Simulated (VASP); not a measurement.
# Be (P6_3/mmc) in VASP: further runs, part 2 of 2

VASP 6.6.1. Earlier steps stand in the parts before.

**5. Single point, PBE (strain -0.025 along x and y, +0.050 along z)**

Input file INCAR:

```
SYSTEM = Be
PREC     = Accurate       ! precision mode
ENCUT    = 520            ! plane-wave cutoff, eV
EDIFF    = 1E-6           ! SCF threshold, eV
ISMEAR   = 0              ! smearing method
SIGMA    = 0.15           ! smearing width, eV
LREAL    = .FALSE.        ! projectors in reciprocal space
LASPH    = .TRUE.         ! aspherical terms in the spheres
NELM     = 80             ! most SCF steps
ALGO     = Normal         ! electronic algorithm
ISIF     = 2              ! what is computed and relaxed
LWAVE    = .FALSE.        ! write WAVECAR
LCHARG   = .FALSE.        ! write CHGCAR
GGA      = PE             ! functional
NBANDS   = 9              ! bands
```

Input file KPOINTS:

```
regular mesh
0
G
  24 24 14
  0 0 0
```

Input file POSCAR:

```
Be
1.0
    2.2420144353      0.0000000000      0.0000000000
   -1.1210072177      1.9416414566      0.0000000000
    0.0000000000      0.0000000000      3.7809450000
Be
2
Direct
    0.3333333333      0.6666666667      0.2500000000
    0.6666666667      0.3333333333      0.7500000000
```

Potentials or basis: VASP PAW PBE potentials, release 64 (Be).

The run is started by

```bash
cat potpaw_PBE.64/Be/POTCAR > POTCAR
mpirun -np 1 vasp_std > vasp.out
```

OUTCAR:

```text
SYSTEM = Be
   PREC = Accurate
   ENCUT = 520
   EDIFF = 1E-6
   ISMEAR = 0
   LREAL = .FALSE.
   LASPH = .TRUE.
   NELM = 80
   ISIF = 2
   GGA = PE

 ion  position               nearest neighbor table
   1  0.333  0.667  0.250-   2 2.29   2 2.29   2 2.29   2 2.29   2 2.29   2 2.29
   2  0.667  0.333  0.750-   1 2.29   1 2.29   1 2.29   1 2.29   1 2.29   1 2.29

  LATTYP: Found a hexagonal cell.
 ALAT       =     2.2420144353
 C/A-ratio  =     1.6864052882

  Lattice vectors:

 A1 = (   2.2420144353,   0.0000000000,   0.0000000000)
 A2 = (  -1.1210072177,   1.9416414566,   0.0000000000)
 A3 = (   0.0000000000,   0.0000000000,   3.7809450000)

Analysis of symmetry for initial positions (statically):
=====================================================================
 Subroutine PRICEL returns:
 Original cell was already a primitive cell.

 Routine SETGRP: Setting up the symmetry group for a
 hexagonal supercell.

 Subroutine GETGRP returns: Found 24 space group operations
 (whereof 12 operations were pure point group operations)
 out of a pool of 24 trial point group operations.

The static configuration has the point symmetry D_3d.
 The point group associated with its full space group is D_6h.
[... 164 lines left out ...]

 val. band max:        6.8228711802   @ k =   0.1250   0.0417   0.0000
 cond. band min:       6.8475235741   @ k =   0.2500   0.1667   0.0000
 fundamental gap:      0.0246523939
 Fermi energy:         6.8387203612

 k-point     1 :       0.0000    0.0000    0.0000
  band No.  band energies     occupation
      1      -4.4312      2.00000
      2       1.8283      2.00000
      3       6.5529      1.99296
      4      23.5524      0.00000
      5      23.5524      0.00000
      6      25.2325      0.00000
      7      25.9436      0.00000
      8      25.9436      0.00000
      9      33.3187      0.00000
[... 265 lines left out ...]
 k-point    24 :       0.4583    0.0417    0.0000
  band No.  band energies     occupation
      1       1.9456      2.00000
      2       4.0772      2.00000
      3      10.0347      0.00000
      4      12.4282      0.00000
      5      13.1110      0.00000
      6      15.2595      0.00000
      7      17.5281      0.00000
      8      23.0004      0.00000
      9      26.9306      0.00000

 [... further k-points ...]
[... 5 lines left out ...]
  --------------------------------------------------------------------------------------
  -------------------------------------------------------------------------------------
  Total        0.2160838      0.2160838     -1.7172183     -0.0000000      0.0000000      0.0000000
  in kB       21.0341504     21.0341504   -167.1584355     -0.0000000      0.0000000      0.0000000
  external PRESSURE =     -41.6967115 kB  Pullay stress =       0.0000000 kB

 VOLUME and BASIS-vectors are now :
 -----------------------------------------------------------------------------
  energy-cutoff  :      520.00
  volume of cell :       16.46
      direct lattice vectors                 reciprocal lattice vectors
     2.242014435  0.000000000  0.000000000     0.446027458  0.257514073  0.000000000
    -1.121007218  1.941641457  0.000000000     0.000000000  0.515028146  0.000000000
     0.000000000  0.000000000  3.780945000     0.000000000  0.000000000  0.264484144

 POSITION                                       TOTAL-FORCE (eV/Angst)
 -----------------------------------------------------------------------------------
     -0.00000      1.29443      0.94524        -0.000000      0.000000      0.000000
      1.12101      0.64721      2.83571         0.000000      0.000000      0.000000
 -----------------------------------------------------------------------------------
    total drift:                                0.000000     -0.000000      0.000000

  FREE ENERGIE OF THE ION-ELECTRON SYSTEM (eV)
  ---------------------------------------------------
  free  energy   TOTEN  =        -7.4713437654 eV

  energy  without entropy=       -7.4685302570  energy(sigma->0) =       -7.46993701
```

OSZICAR:

```text
N       E                     dE             d eps       ncg     rms          rms(c)
DAV:   1    -0.292182565617E+01   -0.29218E+01   -0.17959E+03  8904   0.366E+02
DAV:   2    -0.747418120580E+01   -0.45524E+01   -0.44160E+01 13500   0.523E+01
DAV:   3    -0.752676451418E+01   -0.52583E-01   -0.51661E-01  9740   0.373E+00
DAV:   4    -0.752684899791E+01   -0.84484E-04   -0.84476E-04 10711   0.159E-01
DAV:   5    -0.752684905149E+01   -0.53582E-07   -0.53512E-07  9753   0.396E-03    0.114E+00
DAV:   6    -0.748747024982E+01    0.39379E-01   -0.45425E-03  9504   0.677E-01    0.701E-01
DAV:   7    -0.747137162955E+01    0.16099E-01   -0.49245E-03  9637   0.712E-01    0.238E-02
DAV:   8    -0.747134413111E+01    0.27498E-04   -0.12476E-05  9633   0.313E-02    0.858E-03
DAV:   9    -0.747134376541E+01    0.36570E-06   -0.25719E-06  9879   0.137E-02
   1 F= -.74713438E+01 E0= -.74699370E+01  d E =-.281351E-02
```

stdout:

```text
POSCAR found type information on POSCAR Be
 POSCAR found :  1 types and       2 ions
 scaLAPACK will be used
 LDA part: xc-table for (Slater+PW92), standard interpolation
 POSCAR, INCAR and KPOINTS ok, starting setup
 FFT: planning ... GRIDC
 FFT: planning ... GRID_SOFT
 FFT: planning ... GRID
 WAVECAR not read
 entering main loop
```

Run time: 17 s. Hardware: 1 thread of Intel Xeon 6975P-C (Granite Rapids), shared host; peak memory 0.17 GiB.

Results:

| Quantity | Value |
| --- | --- |
| Free energy | -7.4713 eV |
| Pressure | -4.2 GPa |
| Band gap on the k mesh | zero (band 2 reaches 7.54 eV, above the bottom of band 3 at 5.98 eV) |

Caveat: the cell differs from its parent crystal (strain -0.025 along x and y, +0.050 along z).

**6. Overview**

| cell | gap on the mesh (eV) | pressure (GPa) |
| --- | --- | --- |
| a = 2.242, b = 2.242, c = 3.601 Å, angles 90.0, 90.0, 120.0°, 2 atoms | none | 1.1 |
| a = 2.242, b = 2.242, c = 3.691 Å, angles 90.0, 90.0, 120.0°, 2 atoms | none | -2.0 |
| a = 2.300, b = 2.300, c = 3.511 Å, angles 90.0, 90.0, 120.0°, 2 atoms | none | -1.3 |
| a = 2.242, b = 2.242, c = 3.781 Å, angles 90.0, 90.0, 120.0°, 2 atoms | none | -4.2 |

Alike in all rows: task single point; level PBE; potentials or basis VASP PAW PBE potentials, release 64 (Be); no spin polarisation; k mesh 24 × 24 × 14; cutoff (eV) 520; smearing gaussian 0.15 eV.

Absolute energies hang on the potentials; compare differences alone.
